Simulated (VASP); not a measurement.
Here is a VASP 6.6.1 calculation.

File INCAR:

```
SYSTEM = AlN
ALGO = Normal
EDIFF = 1E-6
ENCUT = 520
GGA = PE
ISIF = 2
ISMEAR = 0
LASPH = .True.
LCHARG = .False.
LREAL = .False.
LWAVE = .False.
NBANDS = 11
NELM = 100
PREC = Accurate
SIGMA = 0.01
```

File KPOINTS:

```
k-points
0
Gamma
  6 6 6
  0 0 0
```

Contents of POSCAR:

```
AlN
1.0
    0.0000000000      2.0592458212      2.0592458212
    2.0592458212      0.0000000000      2.0592458212
    2.0592458212      2.0592458212      0.0000000000
Al N
1 1
Direct
    0.0000000000      0.0000000000      0.0000000000
    0.5000000000      0.5000000000      0.5000000000
```

Potentials or basis: VASP PAW PBE potentials, release 64 (Al, N).

Launch:

```sh
$ cat potpaw_PBE.64/Al/POTCAR potpaw_PBE.64/N/POTCAR > POTCAR
$ mpirun -np 1 vasp_std > vasp.out
```

Question: What does it give for the pressure?

Answer: -8.5 GPa.

Question: Predict the band gap on the k mesh.

Answer: 4.08 eV (least direct gap 4.90 eV).

Caveat: the k points lie up to 0.44 Å⁻¹ apart; the cell differs from its parent crystal (strain +2.0%); the structure was generated, so it needn't be the stable form of AlN. A k mesh can miss the band edges.
